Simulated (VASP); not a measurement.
# Sr2CaN2 (P-3m1) in VASP: a series of runs

Sr2CaN2 is run at these levels: PBE; tasks: single point.

All numbers are computed with VASP 6.6.1; they aren't measurements. Logs are shortened: lines on timing, memory, paths and dates and some standing lists are left out, and cuts for length are marked.

**1. The cell of the first run**

It takes space group P-3m1 (No. 164, trigonal). Conventional cell: a = 3.802 Å, b = 3.802 Å, c = 9.526 Å, α = 90.00°, β = 90.00°, γ = 120.00°. Sr (site symmetry 3m) has 3 N at 2.47 Å within 3.3 Å. Within 3.5 Å of Ca (site symmetry -3m) lie 6 N at 2.69 Å and 6 Sr at 3.47 Å. N (site symmetry 3m) has 3 Sr at 2.47 Å and 3 Ca at 2.69 Å within 3.3 Å.

**2. Single point, PBE**

Contents of INCAR:

```
SYSTEM = Sr2CaN2
ALGO = Normal
EDIFF = 1E-7
ENCUT = 520
GGA = PE
ISIF = 2
ISMEAR = -1
LASPH = .TRUE.
LCHARG = .TRUE.
LELF = .TRUE.
LREAL = .FALSE.
LVHAR = .TRUE.
LWAVE = .FALSE.
NBANDS = 28
NELM = 80
PREC = Accurate
SIGMA = 0.1
```

Contents of KPOINTS:

```
k-points
0
G
  7 7 3
  0 0 0
```

Contents of POSCAR:

```
Sr2CaN2
1.0
    3.8021792695      0.0000000000      0.0000000000
   -1.9010896347      3.2927838371      0.0000000000
    0.0000000000      0.0000000000      9.5255850018
Sr Ca N
2 1 2
Direct
    0.3333333333      0.6666666667      0.7825160000
    0.6666666667      0.3333333333      0.2174840000
    0.0000000000      0.0000000000      0.5000000000
    0.3333333333      0.6666666667      0.3372610000
    0.6666666667      0.3333333333      0.6627390000
```

Potentials or basis: VASP PAW PBE potentials, release 64 (Sr_sv, Ca_sv, N).

On the command line:

```console
$ cat potpaw_PBE.64/Sr_sv/POTCAR potpaw_PBE.64/Ca_sv/POTCAR potpaw_PBE.64/N/POTCAR > POTCAR
$ mpirun -np 1 vasp_std > vasp.out
```

OUTCAR:

```text
SYSTEM = Sr2CaN2
   EDIFF = 1E-7
   ENCUT = 520
   GGA = PE
   ISIF = 2
   ISMEAR = -1
   LASPH = .TRUE.
   LREAL = .FALSE.
   NELM = 80
   PREC = Accurate

 ion  position               nearest neighbor table
   1  0.333  0.667  0.783-   5 2.47   5 2.47   5 2.47   3 3.47   3 3.47   3 3.47   2 4.69   2 4.69
                             2 4.69
   2  0.667  0.333  0.217-   4 2.47   4 2.47   4 2.47   3 3.47   3 3.47   3 3.47   1 4.69   1 4.69
                             1 4.69
   3  0.000  0.000  0.500-   1 3.47   2 3.47   1 3.47   2 3.47   2 3.47   1 3.47
   4  0.333  0.667  0.337-   2 2.47   2 2.47   2 2.47
   5  0.667  0.333  0.663-   1 2.47   1 2.47   1 2.47

  LATTYP: Found a hexagonal cell.
 ALAT       =     3.8021792695
 C/A-ratio  =     2.5052961280

  Lattice vectors:

 A1 = (   3.8021792695,   0.0000000000,   0.0000000000)
 A2 = (  -1.9010896347,   3.2927838371,   0.0000000000)
 A3 = (   0.0000000000,   0.0000000000,   9.5255850018)

Analysis of symmetry for initial positions (statically):
=====================================================================
 Subroutine PRICEL returns:
 Original cell was already a primitive cell.

 Routine SETGRP: Setting up the symmetry group for a
 hexagonal supercell.

 Subroutine GETGRP returns: Found 12 space group operations
 (whereof 12 operations were pure point group operations)
 out of a pool of 24 trial point group operations.

The static configuration has the point symmetry D_3d.

Analysis of symmetry for dynamics (positions and initial velocities):
=====================================================================
 Subroutine PRICEL returns:
 Original cell was already a primitive cell.

 Routine SETGRP: Setting up the symmetry group for a
 hexagonal supercell.

 Subroutine GETGRP returns: Found 12 space group operations
 (whereof 12 operations were pure point group operations)
 out of a pool of 24 trial point group operations.

The dynamic configuration has the point symmetry D_3d.

 Subroutine INISYM returns: Found 12 space group operations
 (whereof 12 operations are pure point group operations),
 and found     1 'primitive' translations

----------------------------------------------------------------------------------------

                                     Primitive cell

  volume of cell :     119.2580

  direct lattice vectors                    reciprocal lattice vectors
     3.802179269  0.000000000  0.000000000     0.263007062  0.151847198  0.000000000
    -1.901089635  3.292783837  0.000000000     0.000000000  0.303694396  0.000000000
     0.000000000  0.000000000  9.525585002     0.000000000  0.000000000  0.104980429

  length of vectors
     3.802179269  3.802179269  9.525585002     0.303694396  0.303694396  0.104980429

  position of ions in fractional coordinates (direct lattice)
     0.333333333  0.666666667  0.782516000
     0.666666667  0.333333333  0.217484000
     0.000000000  0.000000000  0.500000000
     0.333333333  0.666666667  0.337261000
     0.666666667  0.333333333  0.662739000

  ion indices of the primitive-cell ions
   primitive index   ion index
                 1           1
                 2           2
                 3           3
                 4           4
                 5           5

----------------------------------------------------------------------------------------

 KPOINTS: k-points

Automatic generation of k-mesh.
 Grid dimensions read from file:
 generate k-points for:    7    7    3

 Generating k-lattice:

  Cartesian coordinates                     Fractional coordinates (reciprocal lattice)
     0.037572437  0.021692457  0.000000000     0.142857143 -0.000000000  0.000000000
     0.000000000  0.043384914  0.000000000     0.000000000  0.142857143  0.000000000
     0.000000000  0.000000000  0.034993476     0.000000000  0.000000000  0.333333333

  Length of vectors
     0.043384914  0.043384914  0.034993476

  Shift w.r.t. Gamma in fractional coordinates (k-lattice)
     0.000000000  0.000000000  0.000000000

 Subroutine IBZKPT returns following result:
 ===========================================

 Found     20 irreducible k-points:

 Following reciprocal coordinates:
            Coordinates               Weight
  0.000000  0.000000  0.000000      1.000000
  0.142857  0.000000  0.000000      6.000000
  0.285714  0.000000  0.000000      6.000000
  0.428571  0.000000  0.000000      6.000000
  0.142857  0.142857  0.000000      6.000000
  0.285714  0.142857  0.000000     12.000000
[... 12 lines left out ...]
  0.428571  0.142857  0.333333     12.000000
  0.285714  0.285714  0.333333     12.000000
   k-points           NKPTS =     20   k-points in BZ     NKDIM =     20   number of bands    NBANDS=     28
   number of dos      NEDOS =    301   number of ions     NIONS =      5
   total plane-waves  NPLWV =  56448
   dimension x,y,z NGX =    28 NGY =   28 NGZ =   72
   dimension x,y,z NGXF=    56 NGYF=   56 NGZF=  144
   ions per type =               2   1   2
   NGX,Y,Z   is equivalent  to a cutoff of  12.24, 12.24, 12.57 a.u.
   NGXF,Y,Z  is equivalent  to a cutoff of  24.49, 24.49, 25.13 a.u.
 SYSTEM =  Sr2CaN2
   PREC   = accura    normal or accurate (medium, high low for compatibility)
   ISTART =      0    job   : 0-new  1-cont  2-samecut
   ICHARG =      2    charge: 1-file 2-atom 10-const
   ISPIN  =      1    spin polarized calculation?
   LNONCOLLINEAR =      F non collinear calculations
   LSORBIT =      F    spin-orbit coupling
   LASPH  =      T    aspherical Exc in radial PAW
   ENCUT  =  520.0 eV  38.22 Ry    6.18 a.u.   7.07  7.07 17.71*2*pi/ulx,y,z
   NELM   =     80;   NELMIN=  2; NELMDL= -5     # of ELM steps
   EDIFF  = 0.1E-06   stopping-criterion for ELM
   LREAL  =      F    real-space projection
   EDIFFG = 0.1E-05   stopping-criterion for IOM
   NSW    =      0    number of steps for IOM
   IBRION =     -1    ionic relax: 0-MD 1-quasi-New 2-CG
   NFREE  =      0    steps in history (QN), initial steepest desc. (CG)
   ISIF   =      2    stress and relaxation
   ISYM   =      2    0-nonsym 1-usesym 2-fastsym
   POTIM  = 0.5000    time-step for ionic-motion
   TEBEG  =    0.0;   TEEND  =   0.0 temperature during run
   PSTRESS=    0.0 pullay stress
   NELECT =      40.0000    total number of electrons
   NUPDOWN=      -1.0000    fix difference up-down
   EMIN   =  10.00;   EMAX   =-10.00  energy-range for DOS
   EFERMI =   0.00;   METHOD = LEGACY
   ISMEAR =    -1;   SIGMA  =   0.10  broadening in eV -4-tet -1-fermi 0-gaus
   EFERMI_NEDOS =   21; number of points for ismear=-14 and -15
   IALGO  =     38    algorithm
   IMIX   =      4    mixing-type and parameters
     AMIX     =   0.40;   BMIX     =  1.00
     AMIX_MAG =   1.60;   BMIX_MAG =  1.00
  volume/ion in A,a.u.               =      23.85       160.96
  Fermi-wavevector in a.u.,A,eV,Ry     =   1.137450  2.149469 17.603118  1.293793
  Thomas-Fermi vector in A             =   2.274155
   LORBIT       =      0    0 simple, 1 ext, 2 COOP (PROOUT), +10 PAW based schemes
   GGA     = PE    functional components
   LHFCALC =     F    Hartree Fock is set to
   AEXX    =    0.0000 exact exchange contribution
   IVDW    =     0    specifies the selected vdW correction
   LEPSILON=     F    determine dielectric tensor
   LRPA    =     F    only Hartree local field effects (RPA)
 non-spin polarized calculation
  energy-cutoff  :      520.00
  volume of cell :      119.26
 maximum number of plane-waves:      3231
   NGX = 15   NGY = 15   NGZ = 35

 number of electron      40.0000000 magnetization

 Free energy of the ion-electron system (eV)
  ---------------------------------------------------
  ext. energy  EPLUGINS =         0.00000000
  ---------------------------------------------------
  free energy    TOTEN  =       -24.49013452 eV

  energy without entropy =      -24.38548641  energy(sigma->0) =      -24.43781046

 E-fermi :   1.9254     XC(G=0):  -8.7458

 val. band max:        1.8338534644   @ k =   0.1429   0.0000   0.0000
 cond. band min:       1.9339303879   @ k =   0.1429   0.0000   0.3333
 fundamental gap:      0.1000769234
 Fermi energy:         1.9253567405

 k-point     1 :       0.0000    0.0000    0.0000
  band No.  band energies     occupation
      1     -37.1836      2.00000
      2     -31.9520      2.00000
      3     -31.9502      2.00000
      4     -18.3029      2.00000
      5     -18.1286      2.00000
      6     -18.1286      2.00000
[... 20 lines left out ...]
     27       7.6859      0.00000
     28       7.9342      0.00000

 k-point     2 :       0.1429    0.0000    0.0000
  band No.  band energies     occupation
      1     -37.1807      2.00000
      2     -31.9421      2.00000
      3     -31.9403      2.00000
      4     -18.2933      2.00000
      5     -18.1652      2.00000
      6     -18.1361      2.00000
[... 20 lines left out ...]
     27       6.9529      0.00000
     28       7.4595      0.00000

 k-point     3 :       0.2857    0.0000    0.0000
  band No.  band energies     occupation
      1     -37.1743      2.00000
      2     -31.9196      2.00000
      3     -31.9181      2.00000
      4     -18.2725      2.00000
      5     -18.2448      2.00000
      6     -18.1530      2.00000
[... 20 lines left out ...]
     27       7.4415      0.00000
     28       7.8580      0.00000

 k-point     4 :       0.4286    0.0000    0.0000
  band No.  band energies     occupation
      1     -37.1691      2.00000
      2     -31.9013      2.00000
      3     -31.9003      2.00000
      4     -18.3106      2.00000
      5     -18.2522      2.00000
      6     -18.1664      2.00000
[... 454 lines left out ...]
     27       7.4539      0.00000
     28       8.0531      0.00000

 k-point    19 :       0.4286    0.1429    0.3333
  band No.  band energies     occupation
      1     -37.1677      2.00000
      2     -31.8961      2.00000
      3     -31.8955      2.00000
      4     -18.3068      2.00000
      5     -18.2474      2.00000
      6     -18.1917      2.00000
[... 20 lines left out ...]
     27       7.6240      0.00000
     28       8.0724      0.00000

 k-point    20 :       0.2857    0.2857    0.3333
  band No.  band energies     occupation
      1     -37.1670      2.00000
      2     -31.8938      2.00000
      3     -31.8934      2.00000
      4     -18.2793      2.00000
      5     -18.2463      2.00000
      6     -18.2280      2.00000
[... 20 lines left out ...]
     27       7.2260      0.00000
     28       8.0212      0.00000

------------------------ aborting loop because EDIFF is reached ----------------------------------------

  FORCE on cell =-STRESS in cart. coord.  units (eV):
  Direction    XX          YY          ZZ          XY          YZ          ZX
  --------------------------------------------------------------------------------------
  -------------------------------------------------------------------------------------
  Total       -0.1193328     -0.1193328      0.2463900     -0.0000000      0.0000000      0.0000000
  in kB       -1.6031831     -1.6031831      3.3101392     -0.0000000      0.0000000      0.0000000
  external PRESSURE =       0.0345910 kB  Pullay stress =       0.0000000 kB

 VOLUME and BASIS-vectors are now :
 -----------------------------------------------------------------------------
  energy-cutoff  :      520.00
  volume of cell :      119.26
      direct lattice vectors                 reciprocal lattice vectors
     3.802179269  0.000000000  0.000000000     0.263007062  0.151847198  0.000000000
    -1.901089635  3.292783837  0.000000000     0.000000000  0.303694396  0.000000000
     0.000000000  0.000000000  9.525585002     0.000000000  0.000000000  0.104980429

 POSITION                                       TOTAL-FORCE (eV/Angst)
 -----------------------------------------------------------------------------------
     -0.00000      2.19519      7.45392        -0.000000      0.000000     -0.027682
      1.90109      1.09759      2.07166         0.000000     -0.000000      0.027682
      0.00000      0.00000      4.76279         0.000000      0.000000     -0.000000
     -0.00000      2.19519      3.21261        -0.000000      0.000000      0.027176
      1.90109      1.09759      6.31298         0.000000     -0.000000     -0.027176
 -----------------------------------------------------------------------------------
    total drift:                               -0.000000     -0.000000      0.000000

  FREE ENERGIE OF THE ION-ELECTRON SYSTEM (eV)
  ---------------------------------------------------
  free  energy   TOTEN  =       -24.4901345226 eV

  energy  without entropy=      -24.3854864069  energy(sigma->0) =      -24.43781046
```

Run time: 43 s. Hardware: 1 thread of Intel Xeon 6975P-C (Granite Rapids), shared host; peak memory 0.25 GiB.

What came out:

```
Free energy            : -24.4901 eV
Pressure               : 0.0 GPa
Largest force          : 0.028 eV/Å
Band gap on the k mesh : zero (band 20 reaches 1.72 eV, above the bottom of band 21 at 1.62 eV)
```

Forces in eV/Å, atoms in the order of the input:
```
Sr   0.000  0.000 -0.028
Sr   0.000  0.000  0.028
Ca   0.000  0.000  0.000
N    0.000  0.000  0.027
N    0.000  0.000 -0.027
```

**3. Single point, PBE**

Contents of INCAR:

```
PREC     = Accurate       # precision mode
ENCUT    = 520            # plane-wave cutoff, eV
EDIFF    = 1E-6           # SCF threshold, eV
ISMEAR   = -1             # smearing method
SIGMA    = 0.1            # smearing width, eV
LREAL    = F              # projectors in reciprocal space
LASPH    = T              # aspherical terms in the spheres
NELM     = 60             # most SCF steps
ALGO     = Normal         # electronic algorithm
ISIF     = 2              # what is computed and relaxed
LWAVE    = F              # write WAVECAR
LCHARG   = F              # write CHGCAR
GGA      = PE             # functional
NBANDS   = 28             # bands
```

Contents of KPOINTS:

```
Automatic mesh
0
Gamma
  7 7 3
```

POSCAR is that of step 2.

Potentials or basis: VASP PAW PBE potentials, release 64 (Sr_sv, Ca_sv, N).

On the command line:

```console
$ cat potpaw_PBE.64/Sr_sv/POTCAR potpaw_PBE.64/Ca_sv/POTCAR potpaw_PBE.64/N/POTCAR > POTCAR
$ mpirun -np 1 vasp_std > vasp.out
```

Wall time 42 s (1 thread of Intel Xeon 6975P-C (Granite Rapids), shared host); peak memory 0.26 GiB.

It converged, with:

| Property | Result |
| --- | --- |
| Free energy | -24.4901 eV |
| Pressure | 0.0 GPa |
| Largest force | 0.028 eV/Å |
| Band gap on the k mesh | zero (band 20 reaches 1.72 eV, above the bottom of band 21 at 1.62 eV) |

Forces on the atoms (eV/Å):
```
Sr   0.000  0.000 -0.028
Sr   0.000  0.000  0.028
Ca   0.000  0.000  0.000
N    0.000  0.000  0.027
N    0.000  0.000 -0.027
```

Stress tensor (GPa, compression positive):
```
-0.17  0.00  0.00
 0.00 -0.17  0.00
 0.00  0.00  0.32
```

Levels at points of the mesh, in eV from the Fermi level:
| k point | band 18 | band 19 | band 20 | band 21 | band 22 | band 23 |
| --- | --- | --- | --- | --- | --- | --- |
| (0.00, 0.00, 0.00) | -0.72 | -0.72 | -0.31 | -0.31 | 3.40 | 3.92 |
